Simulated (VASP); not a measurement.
**Mg3Ti: single point with LDA**

Mg3Ti:

```xyz
4
Lattice="-2.2010 2.2010 4.3776 2.2010 -2.2010 4.3776 2.2010 2.2010 -4.3776" Properties=species:S:1:pos:R:3 pbc="T T T"
Mg    0.0000    0.0000    4.3776
Mg    2.2010    0.0000    2.1888
Mg    0.0000    2.2010    2.1888
Ti    0.0000    0.0000    0.0000
```

```json
{"Program": "VASP 6.6.1", "Task": "single point", "Functional": "LDA", "Potentials or basis": "VASP PAW LDA potentials, release 64 (Mg, Ti_sv)", "Cutoff": "520 eV", "k mesh": "2 × 2 × 2", "Occupations": "gaussian, width 0.1 eV", "Spin": "collinear spin, ferromagnetic start", "Starting moments": "[0.0, 0.0, 0.0, 1.56] μB"}
```

The pressure is -2.9 GPa and the net moment is 1.54 μB per cell. The site moments are Mg +0.01; Ti +1.02 μB and the valence electrons inside the program's atomic spheres are Mg 0.39; Ti 10.10.

Stress tensor (GPa, compression positive):
```
-7.46  0.00  0.00
 0.00 -7.46  0.00
 0.00  0.00  6.35
```

Levels at points of the mesh, in eV from the Fermi level:
Spin up:
| k point | band 6 | band 7 | band 8 | band 9 | band 10 | band 11 | band 12 | band 13 |
| --- | --- | --- | --- | --- | --- | --- | --- | --- |
| (0.00, 0.00, 0.00) | -0.76 | -0.70 | -0.51 | -0.51 | 0.22 | 0.55 | 2.50 | 2.50 |
| (0.50, 0.00, 0.00) | -4.23 | -1.54 | -0.47 | -0.33 | -0.04 | 0.11 | 0.74 | 2.28 |
| (0.50, 0.50, 0.00) | -2.74 | -2.02 | -1.21 | -0.98 | -0.93 | -0.24 | 0.69 | 0.80 |
| (0.50, 0.50, 0.50) | -4.58 | -1.06 | -0.14 | 0.20 | 0.20 | 0.30 | 0.49 | 0.49 |
Spin down:
| k point | band 5 | band 6 | band 7 | band 8 | band 9 | band 10 |
| --- | --- | --- | --- | --- | --- | --- |
| (0.00, 0.00, 0.00) | -6.43 | -0.28 | -0.23 | 0.10 | 0.10 | 0.73 |
| (0.50, 0.00, 0.00) | -4.08 | -3.98 | -1.19 | -0.10 | 0.16 | 0.68 |
| (0.50, 0.50, 0.00) | -2.95 | -2.56 | -1.65 | -1.03 | -0.74 | -0.48 |
| (0.50, 0.50, 0.50) | -4.57 | -4.36 | -0.69 | 0.54 | 0.69 | 0.69 |

Run time: 120 s on 1 thread of Intel(R) Xeon(R) 6975P-C (Granite Rapids) (shared host), peak memory 0.22 GiB.

Caveat: the k points lie up to 1.01 Å⁻¹ apart.
